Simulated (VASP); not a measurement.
# SnSe2 (P-3m1) in VASP: settings compared

Aim: see how the results for SnSe2 move with the level of theory and the settings. Levels: PBE, PBEsol. Tasks: single point.

Everything below comes from runs of VASP 6.6.1. Logs are shortened: lines on timing, memory, paths and dates and some standing lists are left out, and cuts for length are marked.

## Step 1: The cell of the first run

The structure is trigonal, space group P-3m1 (No. 164). Conventional cell: a = 3.811 Å, b = 3.811 Å, c = 6.136 Å, α = 90.00°, β = 90.00°, γ = 120.00°. Sn (site symmetry -3m) has 6 Se at 2.68 Å within 3.5 Å. Within 3.5 Å of Se (site symmetry 3m) lie 3 Sn at 2.68 Å.

## Step 2: Single point, PBE

INCAR

```
SYSTEM = SnSe2
  ALGO = Normal
  EDIFF = 1E-6
  ENCUT = 500
  GGA = PE
  GGA_COMPAT = .False.
  ISIF = 2
  ISMEAR = -1
  LASPH = .True.
  LCHARG = .False.
  LREAL = .False.
  LWAVE = .False.
  NBANDS = 20
  NELM = 120
  PREC = Accurate
  SIGMA = 0.1
```

KPOINTS

```
k-points
0
Gamma
  7 7 4
  0 0 0
```

POSCAR

```
SnSe2
1.0
    3.8110000000      0.0000000000      0.0000000000
   -1.9055000000      3.3004228138      0.0000000000
    0.0000000000      0.0000000000      6.1360000000
Sn Se
1 2
Direct
    0.0000000000      0.0000000000      0.0000000000
    0.6666666667      0.3333333333      0.7510000000
    0.3333333333      0.6666666667      0.2490000000
```

Potentials or basis: VASP PAW PBE potentials, release 64 (Sn_d, Se).

Started as:

```bash
cat potpaw_PBE.64/Sn_d/POTCAR potpaw_PBE.64/Se/POTCAR > POTCAR
mpirun -np 1 vasp_std > vasp.out
```

OUTCAR:

```text
SYSTEM = SnSe2
   EDIFF = 1E-6
   ENCUT = 500
   GGA = PE
   ISIF = 2
   ISMEAR = -1
   LASPH = .True.
   LREAL = .False.
   NELM = 120
   PREC = Accurate

 ion  position               nearest neighbor table
   1  0.000  0.000  0.000-   2 2.68   3 2.68   3 2.68   2 2.68   2 2.68   3 2.68
   2  0.667  0.333  0.751-   1 2.68   1 2.68   1 2.68
   3  0.333  0.667  0.249-   1 2.68   1 2.68   1 2.68

  LATTYP: Found a hexagonal cell.
 ALAT       =     3.8110000000
 C/A-ratio  =     1.6100760955

  Lattice vectors:

 A1 = (   3.8110000000,   0.0000000000,   0.0000000000)
 A2 = (  -1.9055000000,   3.3004228138,   0.0000000000)
 A3 = (   0.0000000000,   0.0000000000,   6.1360000000)

Analysis of symmetry for initial positions (statically):
=====================================================================
 Subroutine PRICEL returns:
 Original cell was already a primitive cell.

 Routine SETGRP: Setting up the symmetry group for a
 hexagonal supercell.

 Subroutine GETGRP returns: Found 12 space group operations
 (whereof 12 operations were pure point group operations)
 out of a pool of 24 trial point group operations.

The static configuration has the point symmetry D_3d.

Analysis of symmetry for dynamics (positions and initial velocities):
=====================================================================
 Subroutine PRICEL returns:
 Original cell was already a primitive cell.

 Routine SETGRP: Setting up the symmetry group for a
 hexagonal supercell.

 Subroutine GETGRP returns: Found 12 space group operations
 (whereof 12 operations were pure point group operations)
 out of a pool of 24 trial point group operations.

The dynamic configuration has the point symmetry D_3d.

 Subroutine INISYM returns: Found 12 space group operations
 (whereof 12 operations are pure point group operations),
 and found     1 'primitive' translations

----------------------------------------------------------------------------------------

                                     Primitive cell

  volume of cell :      77.1781

[... 74 lines left out ...]
   total plane-waves  NPLWV =  37632
   dimension x,y,z NGX =    28 NGY =   28 NGZ =   48
   dimension x,y,z NGXF=    56 NGYF=   56 NGZF=   96
   ions per type =               1   2
   NGX,Y,Z   is equivalent  to a cutoff of  12.21, 12.21, 13.00 a.u.
   NGXF,Y,Z  is equivalent  to a cutoff of  24.43, 24.43, 26.01 a.u.
 SYSTEM =  SnSe2
   PREC   = accura    normal or accurate (medium, high low for compatibility)
   ISTART =      0    job   : 0-new  1-cont  2-samecut
   ICHARG =      2    charge: 1-file 2-atom 10-const
   ISPIN  =      1    spin polarized calculation?
   LNONCOLLINEAR =      F non collinear calculations
   LSORBIT =      F    spin-orbit coupling
   LASPH  =      T    aspherical Exc in radial PAW
   ENCUT  =  500.0 eV  36.75 Ry    6.06 a.u.   6.95  6.95 11.19*2*pi/ulx,y,z
   NELM   =    120;   NELMIN=  2; NELMDL= -5     # of ELM steps
   EDIFF  = 0.1E-05   stopping-criterion for ELM
   LREAL  =      F    real-space projection
   EDIFFG = 0.1E-04   stopping-criterion for IOM
   NSW    =      0    number of steps for IOM
   IBRION =     -1    ionic relax: 0-MD 1-quasi-New 2-CG
   NFREE  =      0    steps in history (QN), initial steepest desc. (CG)
   ISIF   =      2    stress and relaxation
   ISYM   =      2    0-nonsym 1-usesym 2-fastsym
   POTIM  = 0.5000    time-step for ionic-motion
   TEBEG  =    0.0;   TEEND  =   0.0 temperature during run
   PSTRESS=    0.0 pullay stress
   NELECT =      26.0000    total number of electrons
   NUPDOWN=      -1.0000    fix difference up-down
   EMIN   =  10.00;   EMAX   =-10.00  energy-range for DOS
   EFERMI =   0.00;   METHOD = LEGACY
   ISMEAR =    -1;   SIGMA  =   0.10  broadening in eV -4-tet -1-fermi 0-gaus
   EFERMI_NEDOS =   21; number of points for ismear=-14 and -15
   IALGO  =     38    algorithm
   IMIX   =      4    mixing-type and parameters
     AMIX     =   0.40;   BMIX     =  1.00
     AMIX_MAG =   1.60;   BMIX_MAG =  1.00
  volume/ion in A,a.u.               =      25.73       173.61
  Fermi-wavevector in a.u.,A,eV,Ry     =   1.139116  2.152617 17.654722  1.297585
  Thomas-Fermi vector in A             =   2.275820
   LORBIT       =      0    0 simple, 1 ext, 2 COOP (PROOUT), +10 PAW based schemes
   GGA     = PE    functional components
   LHFCALC =     F    Hartree Fock is set to
   AEXX    =    0.0000 exact exchange contribution
   IVDW    =     0    specifies the selected vdW correction
   LEPSILON=     F    determine dielectric tensor
   LRPA    =     F    only Hartree local field effects (RPA)
 non-spin polarized calculation
  energy-cutoff  :      500.00
  volume of cell :       77.18
 maximum number of plane-waves:      1976
   NGX = 13   NGY = 13   NGZ = 23

 number of electron      26.0000006 magnetization

 Free energy of the ion-electron system (eV)
  ---------------------------------------------------
  ext. energy  EPLUGINS =         0.00000000
  ---------------------------------------------------
  free energy    TOTEN  =       -11.74425246 eV

  energy without entropy =      -11.74144928  energy(sigma->0) =      -11.74285087

 E-fermi :   4.6172     XC(G=0):  -9.4545

 val. band max:        4.1685672405   @ k =   0.0000   0.0000   0.0000
 cond. band min:       4.9750973200   @ k =   0.0000   0.4286   0.2500
 fundamental gap:      0.8065300796
 Fermi energy:         4.6171756441

 k-point     1 :       0.0000    0.0000    0.0000
  band No.  band energies     occupation
      1     -17.0962      2.00000
      2     -17.0962      2.00000
      3     -17.0576      2.00000
      4     -17.0423      2.00000
      5     -17.0423      2.00000
      6      -9.8287      2.00000
[... 541 lines left out ...]
     19      14.0985      0.00000
     20      14.8605      0.00000

 [... further k-points ...]
[... 5 lines left out ...]
  --------------------------------------------------------------------------------------
  -------------------------------------------------------------------------------------
  Total        2.4832310      2.4832310      3.1882204      0.0000000      0.0000000      0.0000000
  in kB       51.5506108     51.5506108     66.1858336      0.0000000      0.0000000      0.0000000
  external PRESSURE =      56.4290184 kB  Pullay stress =       0.0000000 kB

 VOLUME and BASIS-vectors are now :
 -----------------------------------------------------------------------------
  energy-cutoff  :      500.00
  volume of cell :       77.18
      direct lattice vectors                 reciprocal lattice vectors
     3.811000000  0.000000000  0.000000000     0.262398321  0.151495741  0.000000000
    -1.905500000  3.300422814  0.000000000     0.000000000  0.302991482  0.000000000
     0.000000000  0.000000000  6.136000000     0.000000000  0.000000000  0.162972621

 POSITION                                       TOTAL-FORCE (eV/Angst)
 -----------------------------------------------------------------------------------
      0.00000      0.00000      0.00000        -0.000000      0.000000      0.000000
      1.90550      1.10014      4.60814        -0.000000      0.000000     -0.803975
     -0.00000      2.20028      1.52786         0.000000     -0.000000      0.803975
 -----------------------------------------------------------------------------------
    total drift:                                0.000000      0.000000     -0.000000

  FREE ENERGIE OF THE ION-ELECTRON SYSTEM (eV)
  ---------------------------------------------------
  free  energy   TOTEN  =       -11.7442524607 eV

  energy  without entropy=      -11.7414492780  energy(sigma->0) =      -11.74285087
```

OSZICAR:

```text
N       E                     dE             d eps       ncg     rms          rms(c)
DAV:   1     0.202551425442E+03    0.20255E+03   -0.11874E+04  1144   0.146E+03
DAV:   2     0.104093539773E+02   -0.19214E+03   -0.18452E+03  1196   0.368E+02
DAV:   3    -0.113213224887E+02   -0.21731E+02   -0.21310E+02  1388   0.112E+02
DAV:   4    -0.120025972429E+02   -0.68127E+00   -0.68026E+00  1336   0.213E+01
DAV:   5    -0.120199596528E+02   -0.17362E-01   -0.17361E-01  1564   0.342E+00    0.523E+00
DAV:   6    -0.117645853267E+02    0.25537E+00   -0.49185E-01  1704   0.754E+00    0.338E+00
DAV:   7    -0.117439600202E+02    0.20625E-01   -0.16756E-01  1356   0.261E+00    0.102E+00
DAV:   8    -0.117437056291E+02    0.25439E-03   -0.12925E-02  1436   0.115E+00    0.288E-01
DAV:   9    -0.117442125886E+02   -0.50696E-03   -0.15613E-03  1284   0.299E-01    0.881E-02
DAV:  10    -0.117442198201E+02   -0.72315E-05   -0.11054E-04  1484   0.751E-02    0.342E-02
DAV:  11    -0.117442517225E+02   -0.31902E-04   -0.42780E-05  1252   0.364E-02    0.669E-03
DAV:  12    -0.117442524607E+02   -0.73824E-06   -0.21970E-06  1220   0.108E-02
   1 F= -.11744252E+02 E0= -.11742851E+02  d E =-.280318E-02
```

It took 54 s on 1 thread of Intel Xeon 8259CL, shared host; peak memory 0.2 GiB.

Results:

```
Free energy            : -11.7443 eV
Pressure               : 5.6 GPa
Largest force          : 0.804 eV/Å
Band gap on the k mesh : 0.81 eV, indirect (least direct gap 1.09 eV)
```

Forces on the atoms (eV/Å):
```
Sn   0.000  0.000  0.000
Se   0.000  0.000 -0.804
Se   0.000  0.000  0.804
```

Stress tensor (GPa, compression positive):
```
5.16 0.00 0.00
0.00 5.16 0.00
0.00 0.00 6.62
```

Caveat: spin-orbit coupling is left out, which moves the levels of the heavy elements; this functional lacks dispersion, which binds the layers, so the pressure and a relaxed spacing across them are unreliable. A k mesh can miss the band edges.

## Step 3: Single point, PBE

INCAR

```
ALGO = Normal
EDIFF = 1E-6
ENCUT = 500
GGA = PE
GGA_COMPAT = F
ISIF = 2
ISMEAR = -1
LASPH = T
LCHARG = F
LREAL = F
LWAVE = F
NBANDS = 20
NELM = 120
PREC = Accurate
SIGMA = 0.1
```

KPOINTS

```
k-points
0
Gamma
  7 7 4
```

POSCAR is that of step 2.

Potentials or basis: VASP PAW PBE potentials, release 64 (Sn_d, Se).

Started as:

```bash
cat potpaw_PBE.64/Sn_d/POTCAR potpaw_PBE.64/Se/POTCAR > POTCAR
mpirun -np 1 vasp_std > vasp.out
```

It took 56 s on 1 thread of Intel Xeon 8259CL, shared host; peak memory 0.2 GiB.

Results (log left out):

```
Free energy            : -11.7443 eV
Pressure               : 5.6 GPa
Largest force          : 0.804 eV/Å
Band gap on the k mesh : 0.81 eV, indirect (least direct gap 1.09 eV)
```

Forces in eV/Å, atoms in the order of the input:
```
Sn   0.000  0.000  0.000
Se   0.000  0.000 -0.804
Se   0.000  0.000  0.804
```

Stress tensor (GPa, compression positive):
```
5.16 0.00 0.00
0.00 5.16 0.00
0.00 0.00 6.62
```

Levels at points of the mesh, in eV from the valence-band top:
| k point | band 9 | band 10 | band 11 | band 12 | band 13 | band 14 | band 15 | band 16 | band 17 | band 18 |
| --- | --- | --- | --- | --- | --- | --- | --- | --- | --- | --- |
| (0.00, 0.00, 0.00) | -0.70 | -0.70 | -0.39 | -0.39 | 0.00 | 1.09 | 2.95 | 4.64 | 4.64 | 8.13 |
| (0.00, 0.00, 0.50) | -2.04 | -0.79 | -0.79 | -0.24 | -0.24 | 2.45 | 2.92 | 4.37 | 4.37 | 8.17 |

Caveat: spin-orbit coupling is left out, which moves the levels of the heavy elements; this functional lacks dispersion, which binds the layers, so the pressure and a relaxed spacing across them are unreliable. A k mesh can miss the band edges.

[end of part 1 of 2]
